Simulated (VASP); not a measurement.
# Cs (Fm-3m) in VASP: a series of runs

Cs is run at these levels: PBE+D3(BJ); tasks: single point, relaxation of cell and atoms.

Program: VASP 6.6.1. These are calculated values, not measurements. Logs are shortened: lines on timing, memory, paths and dates and some standing lists are left out, and cuts for length are marked.

## 1. The cell of the first run

Symmetry: Fm-3m, No. 225, cubic system. The conventional cell has a = 7.632 Å, b = 7.632 Å, c = 7.632 Å, α = 90.00°, β = 90.00°, γ = 90.00°.

This isn't the form of Cs at room conditions, which is bcc.

## 2. Single point, PBE+D3(BJ)

File INCAR:

```
PREC     = Accurate       # precision mode
ENCUT    = 520            # plane-wave cutoff, eV
EDIFF    = 1E-7           # SCF threshold, eV
ISMEAR   = 0              # smearing method
SIGMA    = 0.1            # smearing width, eV
LREAL    = F              # projectors in reciprocal space
LASPH    = T              # aspherical terms in the spheres
NELM     = 80             # most SCF steps
ALGO     = Fast           # electronic algorithm
ISIF     = 2              # what is computed and relaxed
LWAVE    = F              # write WAVECAR
LCHARG   = F              # write CHGCAR
GGA      = PE             # functional
IVDW     = 12             # dispersion correction
NBANDS   = 10             # bands
```

File KPOINTS:

```
Automatic mesh
0
Gamma
  10 10 10
```

File POSCAR:

```
Cs
1.0
    0.0000000000      3.8160919946      3.8160919946
    3.8160919946      0.0000000000      3.8160919946
    3.8160919946      3.8160919946      0.0000000000
Cs
1
Direct
    0.0000000000      0.0000000000      0.0000000000
```

Potentials or basis: VASP PAW PBE potentials, release 64 (Cs_sv).

Run with:

```bash
$ cat potpaw_PBE.64/Cs_sv/POTCAR > POTCAR
$ mpirun -np 1 vasp_std > vasp.out
```

OUTCAR:

```text
PREC = Accurate
   ENCUT = 520
   EDIFF = 1E-7
   ISMEAR = 0
   LREAL = F
   LASPH = T
   NELM = 80
   ISIF = 2
   GGA = PE
   IVDW = 12
 IVDW          = 12

 ion  position               nearest neighbor table
   1  0.000  0.000  0.000-

  LATTYP: Found a face centered cubic cell.
 ALAT       =     7.6321839892

  Lattice vectors:

 A1 = (   0.0000000000,   3.8160919946,   3.8160919946)
 A2 = (   3.8160919946,   0.0000000000,   3.8160919946)
 A3 = (   3.8160919946,   3.8160919946,   0.0000000000)

Analysis of symmetry for initial positions (statically):
=====================================================================
 Subroutine PRICEL returns:
 Original cell was already a primitive cell.

 Routine SETGRP: Setting up the symmetry group for a
 face centered cubic supercell.

 Subroutine GETGRP returns: Found 48 space group operations
 (whereof 48 operations were pure point group operations)
 out of a pool of 48 trial point group operations.

The static configuration has the point symmetry O_h .

Analysis of symmetry for dynamics (positions and initial velocities):
=====================================================================
 Subroutine PRICEL returns:
 Original cell was already a primitive cell.

 Routine SETGRP: Setting up the symmetry group for a
 face centered cubic supercell.

 Subroutine GETGRP returns: Found 48 space group operations
 (whereof 48 operations were pure point group operations)
 out of a pool of 48 trial point group operations.

The dynamic configuration has the point symmetry O_h .

 Subroutine INISYM returns: Found 48 space group operations
 (whereof 48 operations are pure point group operations),
 and found     1 'primitive' translations

----------------------------------------------------------------------------------------

                                     Primitive cell

  volume of cell :     111.1441

  direct lattice vectors                    reciprocal lattice vectors
     0.000000000  3.816091995  3.816091995    -0.131024095  0.131024095  0.131024095
     3.816091995  0.000000000  3.816091995     0.131024095 -0.131024095  0.131024095
     3.816091995  3.816091995  0.000000000     0.131024095  0.131024095 -0.131024095

  length of vectors
     5.396769054  5.396769054  5.396769054     0.226940390  0.226940390  0.226940390

  position of ions in fractional coordinates (direct lattice)
     0.000000000  0.000000000  0.000000000

  ion indices of the primitive-cell ions
   primitive index   ion index
                 1           1

----------------------------------------------------------------------------------------

 KPOINTS: Automatic mesh

Automatic generation of k-mesh.
 Grid dimensions read from file:
 generate k-points for:   10   10   10

 Generating k-lattice:

  Cartesian coordinates                     Fractional coordinates (reciprocal lattice)
    -0.013102409  0.013102409  0.013102409     0.100000000  0.000000000  0.000000000
     0.013102409 -0.013102409  0.013102409     0.000000000  0.100000000  0.000000000
     0.013102409  0.013102409 -0.013102409     0.000000000  0.000000000  0.100000000

  Length of vectors
     0.022694039  0.022694039  0.022694039

  Shift w.r.t. Gamma in fractional coordinates (k-lattice)
     0.000000000  0.000000000  0.000000000

 Subroutine IBZKPT returns following result:
 ===========================================

 Found     47 irreducible k-points:

 Following reciprocal coordinates:
            Coordinates               Weight
  0.000000  0.000000  0.000000      1.000000
  0.100000  0.000000  0.000000      8.000000
  0.200000  0.000000  0.000000      8.000000
  0.300000  0.000000  0.000000      8.000000
  0.400000  0.000000  0.000000      8.000000
  0.500000  0.000000  0.000000      4.000000
[... 16 lines left out ...]
  0.300000  0.300000  0.000000      6.000000
  0.400000  0.300000  0.000000     24.000000
 [... further k-points ...]
   k-points           NKPTS =     47   k-points in BZ     NKDIM =     47   number of bands    NBANDS=     10
   number of dos      NEDOS =    301   number of ions     NIONS =      1
   total plane-waves  NPLWV =  64000
   dimension x,y,z NGX =    40 NGY =   40 NGZ =   40
   dimension x,y,z NGXF=    80 NGYF=   80 NGZF=   80
   ions per type =               1
   NGX,Y,Z   is equivalent  to a cutoff of  12.32, 12.32, 12.32 a.u.
   NGXF,Y,Z  is equivalent  to a cutoff of  24.64, 24.64, 24.64 a.u.
 SYSTEM =  unknown system
   PREC   = accura    normal or accurate (medium, high low for compatibility)
   ISTART =      0    job   : 0-new  1-cont  2-samecut
   ICHARG =      2    charge: 1-file 2-atom 10-const
   ISPIN  =      1    spin polarized calculation?
   LNONCOLLINEAR =      F non collinear calculations
   LSORBIT =      F    spin-orbit coupling
   LASPH  =      T    aspherical Exc in radial PAW
   ENCUT  =  520.0 eV  38.22 Ry    6.18 a.u.  10.03 10.03 10.03*2*pi/ulx,y,z
   NELM   =     80;   NELMIN=  2; NELMDL= -5     # of ELM steps
   EDIFF  = 0.1E-06   stopping-criterion for ELM
   LREAL  =      F    real-space projection
   EDIFFG = 0.1E-05   stopping-criterion for IOM
   NSW    =      0    number of steps for IOM
   IBRION =     -1    ionic relax: 0-MD 1-quasi-New 2-CG
   NFREE  =      0    steps in history (QN), initial steepest desc. (CG)
   ISIF   =      2    stress and relaxation
   ISYM   =      2    0-nonsym 1-usesym 2-fastsym
   POTIM  = 0.5000    time-step for ionic-motion
   TEBEG  =    0.0;   TEEND  =   0.0 temperature during run
   PSTRESS=    0.0 pullay stress
   NELECT =       9.0000    total number of electrons
   NUPDOWN=      -1.0000    fix difference up-down
   EMIN   =  10.00;   EMAX   =-10.00  energy-range for DOS
   EFERMI =   0.00;   METHOD = LEGACY
   ISMEAR =     0;   SIGMA  =   0.10  broadening in eV -4-tet -1-fermi 0-gaus
   EFERMI_NEDOS =   21; number of points for ismear=-14 and -15
   IALGO  =     68    algorithm
   IMIX   =      4    mixing-type and parameters
     AMIX     =   0.40;   BMIX     =  1.00
     AMIX_MAG =   1.60;   BMIX_MAG =  1.00
  volume/ion in A,a.u.               =     111.14       750.04
  Fermi-wavevector in a.u.,A,eV,Ry     =   0.708261  1.338420  6.825145  0.501634
  Thomas-Fermi vector in A             =   1.794530
   LORBIT       =      0    0 simple, 1 ext, 2 COOP (PROOUT), +10 PAW based schemes
   GGA     = PE    functional components
   LHFCALC =     F    Hartree Fock is set to
   AEXX    =    0.0000 exact exchange contribution
   IVDW    =    12    specifies the selected vdW correction
   LEPSILON=     F    determine dielectric tensor
   LRPA    =     F    only Hartree local field effects (RPA)
 non-spin polarized calculation
 RMM-DIIS sequential band-by-band and
 Gauss-broadening in eV      SIGMA  =   0.10
  energy-cutoff  :      520.00
  volume of cell :      111.14
 maximum number of plane-waves:      3013
   NGX = 21   NGY = 21   NGZ = 21

 number of electron       9.0000001 magnetization

 Free energy of the ion-electron system (eV)
  ---------------------------------------------------
  ext. energy  EPLUGINS =         0.00000000
  ---------------------------------------------------
  free energy    TOTEN  =        -0.85104139 eV

  energy without entropy =       -0.84347413  energy(sigma->0) =       -0.84725776

 E-fermi :   0.5265     XC(G=0):  -5.4926

 val. band max:        0.4995173643   @ k =   0.5000   0.0000   0.0000
 cond. band min:       0.5468153805   @ k =   0.4000   0.4000   0.0000
 fundamental gap:      0.0472980162
 Fermi energy:         0.5264674183

 k-point     1 :       0.0000    0.0000    0.0000
  band No.  band energies     occupation
      1     -23.2930      2.00000
      2     -10.0323      2.00000
      3     -10.0323      2.00000
      4     -10.0323      2.00000
      5      -1.1729      2.00000
      6       3.0075      0.00000
      7       3.0075      0.00000
      8       3.0075      0.00000
      9       4.1277      0.00000
     10       4.1277      0.00000

 k-point     2 :       0.1000    0.0000    0.0000
  band No.  band energies     occupation
      1     -23.2923      2.00000
      2     -10.0474      2.00000
      3     -10.0343      2.00000
      4     -10.0343      2.00000
      5      -1.0648      2.00000
      6       2.8040      0.00000
      7       3.0574      0.00000
      8       3.0574      0.00000
      9       4.0330      0.00000
     10       4.0330      0.00000

 k-point     3 :       0.2000    0.0000    0.0000
  band No.  band energies     occupation
      1     -23.2905      2.00000
      2     -10.0864      2.00000
      3     -10.0395      2.00000
      4     -10.0395      2.00000
      5      -0.7565      2.00000
      6       2.3895      0.00000
      7       3.1201      0.00000
      8       3.1201      0.00000
      9       3.9563      0.00000
     10       3.9563      0.00000

 k-point     4 :       0.3000    0.0000    0.0000
  band No.  band energies     occupation
      1     -23.2883      2.00000
      2     -10.1336      2.00000
      3     -10.0459      2.00000
      4     -10.0459      2.00000
      5      -0.2989      2.00000
      6       1.9595      0.00000
      7       3.0364      0.00000
      8       3.0364      0.00000
      9       4.1990      0.00000
     10       4.1991      0.00000

 k-point     5 :       0.4000    0.0000    0.0000
  band No.  band energies     occupation
      1     -23.2865      2.00000
      2     -10.1710      2.00000
      3     -10.0511      2.00000
      4     -10.0511      2.00000
      5       0.2072      1.99999
      6       1.5664      0.00000
      7       2.9110      0.00000
      8       2.9110      0.00000
      9       4.6583      0.00000
     10       4.6678      0.00000

 k-point     6 :       0.5000    0.0000    0.0000
  band No.  band energies     occupation
      1     -23.2858      2.00000
      2     -10.1850      2.00000
      3     -10.0530      2.00000
      4     -10.0530      2.00000
      5       0.4995      1.29689
      6       1.3374      0.00000
      7       2.8603      0.00000
      8       2.8603      0.00000
      9       4.9498      0.00000
     10       4.9557      0.00000
[... 183 lines left out ...]
 k-point    21 :      -0.3000    0.2000    0.0000
  band No.  band energies     occupation
      1     -23.2858      2.00000
      2     -10.1490      2.00000
      3     -10.0894      2.00000
      4     -10.0531      2.00000
      5       0.3723      1.97078
      6       1.7623      0.00000
      7       2.2441      0.00000
      8       3.2119      0.00000
      9       4.0375      0.00000
     10       4.9572      0.00000

 k-point    22 :      -0.2000    0.2000    0.0000
  band No.  band energies     occupation
      1     -23.2875      2.00000
      2     -10.1262      2.00000
      3     -10.0748      2.00000
      4     -10.0452      2.00000
      5      -0.1307      2.00000
      6       2.0433      0.00000
      7       2.5002      0.00000
      8       3.3400      0.00000
      9       3.6115      0.00000
     10       4.7582      0.00000

 k-point    23 :       0.3000    0.3000    0.0000
  band No.  band energies     occupation
      1     -23.2868      2.00000
      2     -10.1288      2.00000
      3     -10.0687      2.00000
      4     -10.0687      2.00000
      5      -0.0306      2.00000
      6       1.9043      0.00000
      7       2.4384      0.00000
      8       3.6493      0.00000
      9       3.6493      0.00000
     10       4.6185      0.00000

 k-point    24 :       0.4000    0.3000    0.0000
  band No.  band energies     occupation
      1     -23.2853      2.00000
      2     -10.1488      2.00000
      3     -10.0797      2.00000
      4     -10.0749      2.00000
      5       0.3373      1.99254
      6       1.7520      0.00000
      7       2.1865      0.00000
      8       3.7413      0.00000
      9       3.9481      0.00000
     10       4.8668      0.00000

 [... further k-points ...]

------------------------ aborting loop because EDIFF is reached ----------------------------------------

 Edisp (eV)   -0.09152

 E8    (eV) :    -0.0547

  FORCE on cell =-STRESS in cart. coord.  units (eV):
  Direction    XX          YY          ZZ          XY          YZ          ZX
  --------------------------------------------------------------------------------------
  -------------------------------------------------------------------------------------
  Total      -0.00731    -0.00731    -0.00731     0.00000     0.00000    -0.00000
  in kB      -0.10532    -0.10532    -0.10532     0.00000     0.00000    -0.00000
  external pressure =       -0.11 kB  Pullay stress =        0.00 kB

 VOLUME and BASIS-vectors are now :
 -----------------------------------------------------------------------------
  energy-cutoff  :      520.00
  volume of cell :      111.14
      direct lattice vectors                 reciprocal lattice vectors
     0.000000000  3.816091995  3.816091995    -0.131024095  0.131024095  0.131024095
     3.816091995  0.000000000  3.816091995     0.131024095 -0.131024095  0.131024095
     3.816091995  3.816091995  0.000000000     0.131024095  0.131024095 -0.131024095

 POSITION                                       TOTAL-FORCE (eV/Angst)
 -----------------------------------------------------------------------------------
      0.00000      0.00000      0.00000         0.000000      0.000000      0.000000
 -----------------------------------------------------------------------------------
    total drift:                               -0.000000     -0.000000     -0.000000

  FREE ENERGIE OF THE ION-ELECTRON SYSTEM (eV)
  ---------------------------------------------------
  free  energy   TOTEN  =        -0.9425612413 eV

  energy  without entropy=       -0.9349939786  energy(sigma->0) =       -0.93877761
```

Run time: 45 s. Hardware: 1 thread of Intel Xeon Platinum 8259CL at 2.50GHz (Skylake/Cascade Lake), shared host; peak memory 0.26 GiB.

What came out:

```
Free energy                : -0.9426 eV
Pressure                   : 0.0 GPa
Band gap on the k mesh     : zero (an odd number of electrons rules out a gap without spin polarisation)
Dispersion energy per atom : -0.092 eV
```

Levels at points of the mesh, in eV from the Fermi level:
```tsv
k point	band 3	band 4	band 5	band 6	band 7	band 8
(0.00, 0.00, 0.00)	-10.56	-10.56	-1.70	2.48	2.48	2.48
(0.50, 0.00, 0.00)	-10.58	-10.58	-0.03	0.81	2.33	2.33
(0.50, 0.50, 0.00)	-10.61	-10.61	0.26	1.03	1.50	4.13
```

Caveat: spin-orbit coupling is left out, which moves the levels of the heavy elements.

## 3. Relaxation of cell and atoms, PBE+D3(BJ)

File INCAR:

```
SYSTEM = Cs
PREC     = Accurate       ! precision mode
ENCUT    = 600            ! plane-wave cutoff, eV
EDIFF    = 1E-6           ! SCF threshold, eV
ISMEAR   = 0              ! smearing method
SIGMA    = 0.1            ! smearing width, eV
LREAL    = .False.        ! projectors in reciprocal space
LASPH    = .True.         ! aspherical terms in the spheres
NELM     = 100            ! most SCF steps
ALGO     = Normal         ! electronic algorithm
ISIF     = 3              ! what is computed and relaxed
LWAVE    = .False.        ! write WAVECAR
LCHARG   = .False.        ! write CHGCAR
GGA      = PE             ! functional
IVDW     = 12             ! dispersion correction
IBRION   = 2              ! ionic algorithm
NSW      = 100            ! ionic steps
EDIFFG   = -0.005         ! ionic threshold
```

File KPOINTS:

```
Automatic mesh
0
Gamma
  10 10 10
  0 0 0
```

POSCAR is that of step 2.

Potentials or basis: VASP PAW PBE potentials, release 64 (Cs_sv).

Run with:

```bash
$ cat potpaw_PBE.64/Cs_sv/POTCAR > POTCAR
$ mpirun -np 1 vasp_std > vasp.out
```

It took 37 s on 1 thread of Intel Xeon Platinum 8259CL at 2.50GHz (Skylake/Cascade Lake), shared host; peak memory 0.32 GiB.

The run converged. Its results:

- Free energy: -0.9426 eV
- Pressure after relaxing: 0.0 GPa
- Band gap on the k mesh: zero (an odd number of electrons rules out a gap without spin polarisation)
- Dispersion energy per atom: -0.092 eV

Final structure:
```
CELL_PARAMETERS angstrom
0.00000 3.81609 3.81609
3.81609 0.00000 3.81609
3.81609 3.81609 0.00000
ATOMIC_POSITIONS crystal
Cs 0.00000 0.00000 0.00000
```

Levels at points of the mesh, in eV from the Fermi level:
```csv
k point,band 1,band 2,band 3,band 4,band 5,band 6,band 7,band 8
"(0.00, 0.00, 0.00)",-23.82,-10.56,-10.56,-10.56,-1.70,2.48,2.48,2.48
"(0.50, 0.00, 0.00)",-23.81,-10.71,-10.58,-10.58,-0.03,0.81,2.33,2.33
"(0.50, 0.50, 0.00)",-23.81,-10.70,-10.61,-10.61,0.26,1.03,1.50,4.13
```

Caveat: the relaxation stopped at its first step, so nothing moved; spin-orbit coupling is left out, which moves the levels of the heavy elements.
